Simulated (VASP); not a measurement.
Input of a VASP 6.6.1 run:

Contents of INCAR:

```
  PREC = Accurate
  ENCUT = 520
  EDIFF = 1E-6
  ISMEAR = 0
  SIGMA = 0.1
  LREAL = F
  LASPH = T
  NELM = 80
  ALGO = Normal
  ISIF = 2
  LWAVE = F
  LCHARG = T
  GGA = PE
  LELF = T
  LVHAR = T
  NBANDS = 31
```

Contents of KPOINTS:

```
regular mesh
0
Gamma
  6 6 6
```

Contents of POSCAR:

```
V3Br
1.0
   -1.7747149498      1.7747149498      4.5612294502
    1.7747149498     -1.7747149498      4.5612294502
    1.7747149498      1.7747149498     -4.5612294502
V Br
3 1
Direct
    0.5000000000      0.5000000000      0.0000000000
    0.2500000000      0.7500000000      0.5000000000
    0.7500000000      0.2500000000      0.5000000000
    0.0000000000      0.0000000000      0.0000000000
```

Potentials or basis: VASP PAW PBE potentials, release 64 (V_sv, Br).

Command:

```console
$ cat potpaw_PBE.64/V_sv/POTCAR potpaw_PBE.64/Br/POTCAR > POTCAR
$ mpirun -np 1 vasp_std > vasp.out
```

Q: What does it give for the pressure?

A: 0.2 GPa.

Q: Predict the band gap on the k mesh.

A: Zero (bands 23 and 24 overlap by 0.89 eV).

Stress tensor (GPa, compression positive):
```
0.28 0.00 0.00
0.00 0.28 0.00
0.00 0.00 0.12
```

Caveat: the run has no spin polarisation, though such a crystal can be magnetic.
